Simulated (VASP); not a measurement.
Runs of VASP 6.6.1 on Ir. The structure is that of space group Fm-3m (No. 225), or close to it. The cells are those of the table. 

| task | cell | k mesh | cutoff (eV) | gap on the mesh (eV) | pressure (GPa) |
| --- | --- | --- | --- | --- | --- |
| single point | a = 2.737 Å, angles 60.0°, 1 atom | 18 × 18 × 18 | 520 | none | 0.5 |
| single point | a = 2.791 Å, angles 60.0°, 1 atom | 18 × 18 × 18 | 500 | none | -17.2 |
| single point | a = 2.709 Å, angles 60.0°, 1 atom | 18 × 18 × 18 | 500 | none | 12.0 |
| relaxation of cell and atoms | relaxed from a = 2.709 Å, angles 60.0°, 1 atom | 8 × 8 × 8 | 600 | none | -0.1 |
| single point | a = 2.825 Å, angles 60.0°, 1 atom | 18 × 18 × 18 | 500 | none | -25.7 |
| single point | a = 2.709 Å, angles 60.0°, 1 atom | 8 × 8 × 8 | 520 | none | 13.5 |
| single point | a = 2.741 Å, angles 60.0°, 1 atom | 8 × 8 × 8 | 520 | none | (c) |
| single point | a = 2.681 Å, angles 60.0°, 1 atom | 18 × 18 × 18 | 500 | none | (a) |
| single point | a = 2.623 Å, angles 60.0°, 1 atom | 18 × 18 × 18 | 500 | none | 62.8 |
| single point | a = 2.764 Å, angles 60.0°, 1 atom | 18 × 18 × 18 | 500 | none | (b) |

Alike in all rows: level PBE; potentials or basis VASP PAW PBE potentials, release 64 (Ir); no spin polarisation; smearing gaussian 0.1 eV.

Problem. Estimate the missing entries.

Solution. (a) 26.0; (b) -9.2; (c) 0.3.

Caveats: spin-orbit coupling is left out, which moves the levels of the heavy elements.

A k mesh can miss the band edges, and the runs leave out spin-orbit coupling on Ir.

A gap of «none» marks levels without a gap at the run's occupations.
